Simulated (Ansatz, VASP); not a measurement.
**GaN: VASP beside Ansatz**

```
Ga N
1.0
     0.01849    2.10592    2.10592
     2.10592    0.01849    2.10592
     2.10592    2.10592    0.01849
Ga N
1 1
Direct
  0.00000 0.00000 0.00000
  0.50000 0.50000 0.50000
```

Change from the starting cell: epitaxial_111 strain -1.0%.

Alike in both runs: task single point; functional r2SCAN; k mesh 10 × 10 × 10; no spin polarisation.

```csv
,VASP,Ansatz
version,VASP 6.6.1,Ansatz 0.2.0
potentials or method,"VASP PAW PBE potentials, release 64 (Ga_d, N)","plane waves, PAW"
plane-wave cutoff (eV),520,500
occupations,"gaussian, width 0.01 eV",fixed
valence electrons in the cell,18,18
```

```csv
,VASP,Ansatz,Ansatz less VASP
gap on the k mesh at the Fermi level (eV),1.25,1.28,+0.024
pressure (GPa),5.7,4.3,-1.42
"traceless stress, the component that is largest in VASP (GPa)",-2.14,-2.15,-0.009
```

VASP's potentials were made for PBE, not for r2SCAN.
